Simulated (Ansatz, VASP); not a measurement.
Two plane-wave programs on SiC

Contents of POSCAR:

```
SiC
1.0
    0.0000000000      2.1780523525      2.1780523525
    2.1780523525      0.0000000000      2.1780523525
    2.1780523525      2.1780523525      0.0000000000
Si C
1 1
Direct
    0.0000000000      0.0000000000      0.0000000000
    0.2500000000      0.2500000000      0.2500000000
```

The input INCAR.step1:

```
PREC = Accurate ; ENCUT = 520
EDIFF = 1E-5 ; ISMEAR = 0
SIGMA = 0.01 ; LREAL = F
LASPH = T ; NELM = 80
ALGO = Normal ; ISIF = 2
LWAVE = T ; LCHARG = F
NBANDS = 11 ; GGA = PE
```

INCAR.step2

```
PREC = Accurate ; ENCUT = 520
EDIFF = 1E-6 ; ISMEAR = 0
SIGMA = 0.01 ; LREAL = F
LASPH = T ; NELM = 80
ALGO = Normal ; ISIF = 2
LWAVE = F ; LCHARG = F
METAGGA = R2SCAN ; LHFCALC = T
AEXX = 0.1 ; LMIXTAU = T
PRECFOCK = Normal ; NBANDS = 11
ISTART = 1
```

The input KPOINTS:

```
Automatic mesh
0
Gamma
  8 8 8
```

Input for Ansatz:

```yaml
crystal:
  lattice:
    - [0.0, 2.1780523525, 2.1780523525]
    - [2.1780523525, 0.0, 2.1780523525]
    - [2.1780523525, 2.1780523525, 0.0]
  atoms:
    - { symbol: Si, position: [0.0, 0.0, 0.0] }
    - { symbol: C, position: [0.25, 0.25, 0.25] }
kpoints:
  mp_grid: { grid: [8, 8, 8] }
  band_path:
    path:
      - [0.0, 0.0, 0.0]
      - [-0.5, -0.5, 0.0]
      - [-0.375, -0.375, 0.25]
      - [-0.375, 0.0, 0.375]
      - [0.0, 0.0, 0.5]
      - [-0.5, -0.25, 0.25]
      - [0.0, 0.5, 0.5]
    npoints: 1
hamiltonian:
  xc: r2scanh
scf:
  occupations: { method: fixed }
  n_extra_bands: 4
output:
  forces: true
  stress: true
  eigenvalues: true
  write_density: true
  write_potential: true
  elf: true
  volumetric_format: npy
```

Alike in both runs: task single point; functional r2SCANh; k mesh 8 × 8 × 8; no spin polarisation.

```csv
,VASP,Ansatz
version,VASP 6.6.1,Ansatz 0.2.0
potentials or method,"VASP PAW PBE potentials, release 64 (Si, C)","plane waves, PAW"
plane-wave cutoff (eV),520,500
occupations,"gaussian, width 0.01 eV",fixed
valence electrons in the cell,8,8
```

```tsv
	VASP	Ansatz	Ansatz less VASP
gap on the k mesh at the Fermi level (eV)	2.30	2.29	-0.017
pressure (GPa)	-1.5	-1.2	+0.29
```

VASP's potentials were made for PBE, not for r2SCANh. Ansatz's warnings: stress exchange threshold loose, stress scf threshold loose.
